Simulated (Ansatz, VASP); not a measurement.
## Two plane-wave programs on ZrPb2O3

```
Zr Pb O
1.0
     3.93780    0.00000    0.00000
     0.00000    3.93780    0.00000
     0.00000    0.00000    8.62537
Zr Pb O
1 2 3
Cartesian
  1.9689 1.9689 4.3127
  0.0000 0.0000 0.0000
  0.0000 0.0000 4.3127
  0.0000 0.0000 6.5355
  0.0000 0.0000 2.0898
  1.9689 1.9689 0.0000
```

Alike in both runs: functional PBE; k mesh 4 × 4 × 4; occupations gaussian, width 0.1 eV; no spin polarisation.

Ansatz relaxed the structure, and its values are those at the end. VASP's run is a single point on that final structure, the one shown.

|  | VASP | Ansatz |
| --- | --- | --- |
| version | VASP 6.6.1 | Ansatz 0.2.0 |
| potentials or method | VASP PAW PBE potentials, release 64 (Zr_sv, Pb_d, O), cutoff 520 eV | scalar-relativistic, plane waves, PAW |
| valence electrons in the cell | 58 | 58 |

```tsv
	VASP	Ansatz	Ansatz less VASP
gap on the k mesh at the Fermi level (eV)	none	none	-
pressure (GPa)	0.2	0.1	-0.02
rms of the force components (eV/Å)	0.009	0.002	-0.0074
```

A gap of «none» marks a metal or a gap that the smearing closes.

The k mesh is coarse, so the values compare programs but aren't converged. Spin-orbit coupling is off throughout.
